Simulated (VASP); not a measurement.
# CdSe (pbe) (F-43m) in VASP: a series of runs, part 2 of 2

VASP 6.6.1. Earlier steps stand in the parts before.

**4. Relaxation of cell and atoms, PBE**

This run uses another cell than the first one, of 27.68 Å³/atom, 0.931 times its volume.

INCAR reads:

```
SYSTEM = CdSe
ALGO = Normal ; EDIFF = 1E-7
EDIFFG = -0.002 ; ENCUT = 500
GGA = PE ; GGA_COMPAT = .False.
IBRION = 2 ; ISIF = 3
ISMEAR = 0 ; LASPH = .True.
LCHARG = .False. ; LREAL = .False.
LWAVE = .False. ; NELM = 120
NELMIN = 4 ; NSW = 100
PREC = Accurate ; SIGMA = 0.02
```

KPOINTS reads:

```
k-points
0
Gamma
  8 8 8
  0 0 0
```

POSCAR reads:

```
CdSe
1.0
    0.0000000000      3.0250000000      3.0250000000
    3.0250000000      0.0000000000      3.0250000000
    3.0250000000      3.0250000000      0.0000000000
Cd Se
1 1
Direct
    0.0000000000      0.0000000000      0.0000000000
    0.2500000000      0.2500000000      0.2500000000
```

Potentials or basis: VASP PAW PBE potentials, release 64 (Cd, Se).

Run with:

```sh
$ cat potpaw_PBE.64/Cd/POTCAR potpaw_PBE.64/Se/POTCAR > POTCAR
$ mpirun -np 1 vasp_std > vasp.out
```

OUTCAR:

```text
SYSTEM = CdSe
   EDIFF = 1E-7
   EDIFFG = -0.002
   ENCUT = 500
   GGA = PE
   IBRION = 2
   ISIF = 3
   ISMEAR = 0
   LASPH = .True.
   LREAL = .False.
   NELM = 120
   NELMIN = 4
   NSW = 100
   PREC = Accurate

 ion  position               nearest neighbor table
   1  0.000  0.000  0.000-   2 2.62   2 2.62   2 2.62   2 2.62
   2  0.250  0.250  0.250-   1 2.62   1 2.62   1 2.62   1 2.62

  LATTYP: Found a face centered cubic cell.
 ALAT       =     6.0500000000

  Lattice vectors:

 A1 = (   0.0000000000,   3.0250000000,   3.0250000000)
 A2 = (   3.0250000000,   0.0000000000,   3.0250000000)
 A3 = (   3.0250000000,   3.0250000000,   0.0000000000)

Analysis of symmetry for initial positions (statically):
=====================================================================
 Subroutine PRICEL returns:
 Original cell was already a primitive cell.

 Routine SETGRP: Setting up the symmetry group for a
 face centered cubic supercell.

 Subroutine GETGRP returns: Found 24 space group operations
 (whereof 24 operations were pure point group operations)
 out of a pool of 48 trial point group operations.

The static configuration has the point symmetry T_d .

Analysis of symmetry for dynamics (positions and initial velocities):
[... 170 lines left out ...]
  external PRESSURE =      41.2481614 kB  Pullay stress =       0.0000000 kB
[... 131 lines left out ...]
--------------------------------------- Ionic step        5  -------------------------------------------

 number of electron      18.0000006 magnetization

 Free energy of the ion-electron system (eV)
  ---------------------------------------------------
  ext. energy  EPLUGINS =         0.00000000
  ---------------------------------------------------
  free energy    TOTEN  =        -5.49890025 eV

  energy without entropy =       -5.49890025  energy(sigma->0) =       -5.49890025

 E-fermi :   0.5847     XC(G=0):  -8.6150

 val. band max:        0.4834236051   @ k =   0.0000   0.0000   0.0000
 cond. band min:       0.9674816706   @ k =   0.0000   0.0000   0.0000
 fundamental gap:      0.4840580655
 Fermi energy:         0.5847294916

 k-point     1 :       0.0000    0.0000    0.0000
  band No.  band energies     occupation
      1     -11.7914      2.00000
      2      -7.2678      2.00000
      3      -7.2678      2.00000
      4      -7.2678      2.00000
      5      -6.9545      2.00000
      6      -6.9545      2.00000
      7       0.4834      2.00000
      8       0.4834      2.00000
      9       0.4834      2.00000
     10       0.9675      0.00000
     11       6.4106      0.00000
     12       6.4106      0.00000
     13       6.4106      0.00000
[... 354 lines left out ...]
  band No.  band energies     occupation
      1     -11.4193      2.00000
      2      -7.1572      2.00000
      3      -7.1373      2.00000
      4      -6.9694      2.00000
      5      -6.9403      2.00000
      6      -6.6291      2.00000
      7      -3.3504      2.00000
      8      -1.3116      2.00000
      9      -0.6076      2.00000
     10       4.1845      0.00000
     11       5.9700      0.00000
     12       7.1797      0.00000
     13       8.3344      0.00000

 [... further k-points ...]
[... 5 lines left out ...]
  --------------------------------------------------------------------------------------
  -------------------------------------------------------------------------------------
  Total        0.0030832      0.0030832      0.0030832     -0.0000000     -0.0000000     -0.0000000
  in kB        0.0826961      0.0826961      0.0826961     -0.0000000     -0.0000000     -0.0000000
  external PRESSURE =       0.0826961 kB  Pullay stress =       0.0000000 kB
[... 17 lines left out ...]
  FREE ENERGIE OF THE ION-ELECTRON SYSTEM (eV)
  ---------------------------------------------------
  free  energy   TOTEN  =        -5.4989002482 eV

  energy  without entropy=       -5.4989002482  energy(sigma->0) =       -5.49890025

 reached required accuracy - stopping structural energy minimisation
```

OSZICAR:

```text
N       E                     dE             d eps       ncg     rms          rms(c)
DAV:   1     0.110380166199E+03    0.11038E+03   -0.88127E+03   762   0.121E+03
DAV:   2    -0.122920790794E+01   -0.11161E+03   -0.10684E+03   864   0.290E+02
DAV:   3    -0.579614308571E+01   -0.45669E+01   -0.45567E+01   884   0.617E+01
[... 46 lines left out ...]
DAV:   3    -0.549890039653E+01    0.28441E-04   -0.79512E-05   789   0.993E-02    0.373E-02
DAV:   4    -0.549889979187E+01    0.60466E-06   -0.51820E-06   774   0.218E-02    0.618E-03
DAV:   5    -0.549890017473E+01   -0.38286E-06   -0.97816E-07   844   0.143E-02    0.215E-03
DAV:   6    -0.549890028456E+01   -0.10983E-06   -0.15773E-07   477   0.566E-03    0.775E-04
DAV:   7    -0.549890024815E+01    0.36412E-07   -0.18569E-08   392   0.137E-03
   5 F= -.54989002E+01 E0= -.54989002E+01  d E =-.137556E-04
```

It took 74 s on 1 thread of Intel Xeon 8259CL, shared host; peak memory 0.19 GiB.

What came out:

- Free energy: -5.4989 eV
- Relaxed volume: 29.87 Å³/atom
- Relaxed cell: a = 4.388 Å, b = 4.388 Å, c = 4.388 Å, α = 60.00°, β = 60.00°, γ = 60.00°
- Space group after relaxing (to 0.05 Å): F-43m (No. 216)
- Energy gained by relaxing: 26.3 meV/atom
- Ionic steps: 5
- Pressure after relaxing: 0.0 GPa
- Band gap on the k mesh: 0.48 eV, direct

The path:
```csv
step,energy change (eV),largest force (eV/Å),pressure (GPa),volume (Å³)
1,0.0000,0.0000,4.12,55.36
2,-0.0472,0.0000,-1.09,61.27
3,-0.0526,0.0000,0.01,59.73
4,-0.0526,0.0000,-0.05,59.82
5,-0.0526,0.0000,0.01,59.73
```

Final structure:
```xyz
2
Lattice="0.0000 3.1026 3.1026 3.1026 0.0000 3.1026 3.1026 3.1026 0.0000" Properties=species:S:1:pos:R:3 pbc="T T T"
Cd    0.0000    0.0000    0.0000
Se    1.5513    1.5513    1.5513
```

Levels at points of the mesh, in eV from the valence-band top:
```
           k point  band 5  band 6  band 7  band 8  band 9  band 10  band 11  band 12  band 13
(0.00, 0.00, 0.00)   -7.44   -7.44    0.00    0.00    0.00     0.48     5.93     5.93     5.93
(0.50, 0.00, 0.00)   -7.42   -7.19   -4.05   -0.67   -0.67     2.31     6.42     6.42     7.24
(0.50, 0.50, 0.00)   -7.39   -7.13   -3.82   -1.66   -1.66     3.25     3.69     8.84     9.86
```

A hybrid or GW would open this gap; PBE tends to underestimate it.

**5. Relaxation of cell and atoms, PBE**

INCAR reads:

```
SYSTEM = CdSe
  PREC = Accurate
  ENCUT = 500
  EDIFF = 1E-7
  ISMEAR = 0
  SIGMA = 0.02
  LREAL = .FALSE.
  LASPH = .TRUE.
  NELM = 120
  ALGO = Normal
  ISIF = 3
  LWAVE = .FALSE.
  LCHARG = .FALSE.
  GGA = PE
  IBRION = 2
  NSW = 100
  EDIFFG = -0.002
  GGA_COMPAT = .FALSE.
  NELMIN = 4
```

KPOINTS reads:

```
Automatic mesh
0
G
  10 10 10
  0 0 0
```

POSCAR reads:

```
CdSe
1.0
    0.0000000000      3.0981826523      3.0981826523
    3.0981826523      0.0000000000      3.0981826523
    3.0981826523      3.0981826523      0.0000000000
Cd Se
1 1
Direct
    0.0000000000      0.0000000000      0.0000000000
    0.2500000000      0.2500000000      0.2500000000
```

Potentials or basis: VASP PAW PBE potentials, release 64 (Cd, Se).

Run with:

```sh
$ cat potpaw_PBE.64/Cd/POTCAR potpaw_PBE.64/Se/POTCAR > POTCAR
$ mpirun -np 1 vasp_std > vasp.out
```

OUTCAR:

```text
SYSTEM = CdSe
   PREC = Accurate
   ENCUT = 500
   EDIFF = 1E-7
   ISMEAR = 0
   LREAL = .FALSE.
   LASPH = .TRUE.
   NELM = 120
   ISIF = 3
   GGA = PE
   IBRION = 2
   NSW = 100
   EDIFFG = -0.002
   NELMIN = 4

 ion  position               nearest neighbor table
   1  0.000  0.000  0.000-   2 2.68   2 2.68   2 2.68   2 2.68
   2  0.250  0.250  0.250-   1 2.68   1 2.68   1 2.68   1 2.68

  LATTYP: Found a face centered cubic cell.
 ALAT       =     6.1963653046

  Lattice vectors:

 A1 = (   0.0000000000,   3.0981826523,   3.0981826523)
 A2 = (   3.0981826523,   0.0000000000,   3.0981826523)
 A3 = (   3.0981826523,   3.0981826523,   0.0000000000)

Analysis of symmetry for initial positions (statically):
=====================================================================
 Subroutine PRICEL returns:
 Original cell was already a primitive cell.

 Routine SETGRP: Setting up the symmetry group for a
 face centered cubic supercell.

 Subroutine GETGRP returns: Found 24 space group operations
 (whereof 24 operations were pure point group operations)
 out of a pool of 48 trial point group operations.

The static configuration has the point symmetry T_d .

Analysis of symmetry for dynamics (positions and initial velocities):
[... 170 lines left out ...]
  external PRESSURE =       2.3546914 kB  Pullay stress =       0.0000000 kB
[... 59 lines left out ...]
--------------------------------------- Ionic step        3  -------------------------------------------

 number of electron      18.0000005 magnetization

 Free energy of the ion-electron system (eV)
  ---------------------------------------------------
  ext. energy  EPLUGINS =         0.00000000
  ---------------------------------------------------
  free energy    TOTEN  =        -5.50012040 eV

  energy without entropy =       -5.50012040  energy(sigma->0) =       -5.50012040

 E-fermi :   0.5769     XC(G=0):  -8.6114

 val. band max:        0.4764439204   @ k =   0.0000   0.0000   0.0000
 cond. band min:       0.9590978219   @ k =   0.0000   0.0000   0.0000
 fundamental gap:      0.4826539015
 Fermi energy:         0.5768747751

 k-point     1 :       0.0000    0.0000    0.0000
  band No.  band energies     occupation
      1     -11.7942      2.00000
      2      -7.2715      2.00000
      3      -7.2715      2.00000
      4      -7.2715      2.00000
      5      -6.9589      2.00000
      6      -6.9589      2.00000
      7       0.4764      2.00000
      8       0.4764      2.00000
      9       0.4764      2.00000
     10       0.9591      0.00000
     11       6.4039      0.00000
     12       6.4039      0.00000
     13       6.4039      0.00000
[... 354 lines left out ...]
  band No.  band energies     occupation
      1     -11.4542      2.00000
      2      -7.1275      2.00000
      3      -7.1087      2.00000
      4      -7.0628      2.00000
      5      -6.9219      2.00000
      6      -6.8082      2.00000
      7      -2.8332      2.00000
      8      -0.9971      2.00000
      9      -0.8489      2.00000
     10       4.0675      0.00000
     11       4.4835      0.00000
     12       7.9437      0.00000
     13       8.8916      0.00000

 [... further k-points ...]
[... 5 lines left out ...]
  --------------------------------------------------------------------------------------
  -------------------------------------------------------------------------------------
  Total       -0.0002703     -0.0002703     -0.0002703     -0.0000000     -0.0000000      0.0000000
  in kB       -0.0072440     -0.0072440     -0.0072440     -0.0000000     -0.0000000      0.0000000
  external PRESSURE =      -0.0072440 kB  Pullay stress =       0.0000000 kB
[... 17 lines left out ...]
  FREE ENERGIE OF THE ION-ELECTRON SYSTEM (eV)
  ---------------------------------------------------
  free  energy   TOTEN  =        -5.5001203968 eV

  energy  without entropy=       -5.5001203968  energy(sigma->0) =       -5.50012040

 reached required accuracy - stopping structural energy minimisation
```

OSZICAR:

```text
N       E                     dE             d eps       ncg     rms          rms(c)
DAV:   1     0.106481120021E+03    0.10648E+03   -0.86452E+03  1230   0.120E+03
[... 24 lines left out ...]
       N       E                     dE             d eps       ncg     rms          rms(c)
DAV:   1    -0.550033688729E+01   -0.22765E-03   -0.45678E-03  1352   0.885E-01    0.110E-01
DAV:   2    -0.550013997278E+01    0.19691E-03   -0.49398E-04  1317   0.343E-01    0.359E-02
DAV:   3    -0.550012006797E+01    0.19905E-04   -0.56213E-05  1282   0.834E-02    0.314E-02
DAV:   4    -0.550011996279E+01    0.10518E-06   -0.36419E-06  1262   0.184E-02    0.521E-03
DAV:   5    -0.550012030621E+01   -0.34342E-06   -0.69373E-07  1317   0.121E-02    0.180E-03
DAV:   6    -0.550012039681E+01   -0.90604E-07   -0.11222E-07   656   0.478E-03
   3 F= -.55001204E+01 E0= -.55001204E+01  d E =-.225943E-03
```

It took 72 s on 1 thread of Intel Xeon 8259CL, shared host; peak memory 0.2 GiB.

Results:

- Free energy: -5.5001 eV
- Relaxed volume: 29.89 Å³/atom
- Relaxed cell: a = 4.389 Å, b = 4.389 Å, c = 4.389 Å, α = 60.00°, β = 60.00°, γ = 60.00°
- Space group after relaxing (to 0.05 Å): F-43m (No. 216)
- Energy gained by relaxing: 0.1 meV/atom
- Ionic steps: 3
- Pressure after relaxing: 0.0 GPa
- Band gap on the k mesh: 0.48 eV, direct

The path:
```
step  energy change (eV)  largest force (eV/Å)  pressure (GPa)  volume (Å³)
   1              0.0000                0.0000            0.24        59.48
   2             -0.0002                0.0000           -0.05        59.85
   3             -0.0002                0.0000            0.00        59.79
```

Final structure:
```cif
data_structure
_symmetry_space_group_name_H-M 'P 1'
_symmetry_Int_Tables_number 1
_cell_length_a 4.3891
_cell_length_b 4.3891
_cell_length_c 4.3891
_cell_angle_alpha 60.000
_cell_angle_beta 60.000
_cell_angle_gamma 60.000
_cell_volume 59.79
loop_
_atom_site_label
_atom_site_type_symbol
_atom_site_fract_x
_atom_site_fract_y
_atom_site_fract_z
_atom_site_occupancy
Cd1 Cd 0.00000 0.00000 0.00000 1
Se1 Se 0.25000 0.25000 0.25000 1
```

Levels at points of the mesh, in eV from the valence-band top:
| k point | band 6 | band 7 | band 8 | band 9 | band 10 | band 11 | band 12 | band 13 |
| --- | --- | --- | --- | --- | --- | --- | --- | --- |
| (0.00, 0.00, 0.00) | -7.44 | 0.00 | 0.00 | 0.00 | 0.48 | 5.93 | 5.93 | 5.93 |
| (0.50, 0.00, 0.00) | -7.18 | -4.05 | -0.67 | -0.67 | 2.31 | 6.42 | 6.42 | 7.24 |
| (0.50, 0.50, 0.00) | -7.13 | -3.81 | -1.65 | -1.65 | 3.25 | 3.69 | 8.84 | 9.86 |

PBE gaps usually lie below the measured ones, often by a third to a half.

**6. Summary**

```tsv
task	cell	k mesh	gap on the mesh (eV)	pressure (GPa)	relaxed volume (Å³/atom)
single point	a = 4.381 Å, angles 60.0°, 2 atoms	8 × 8 × 8	0.49	0.2	-
single point	a = 4.381 Å, angles 60.0°, 2 atoms	10 × 10 × 10	0.49	0.2	-
relaxation of cell and atoms	relaxed from a = 4.278 Å, angles 60.0°, 2 atoms	8 × 8 × 8	0.48	0.0	29.87
relaxation of cell and atoms	relaxed from a = 4.381 Å, angles 60.0°, 2 atoms	10 × 10 × 10	0.48	0.0	29.89
```

Alike in all rows: level PBE; potentials or basis VASP PAW PBE potentials, release 64 (Cd, Se); no spin polarisation; cutoff (eV) 500; smearing gaussian 0.02 eV.

Absolute energies hang on the potentials; compare differences alone.
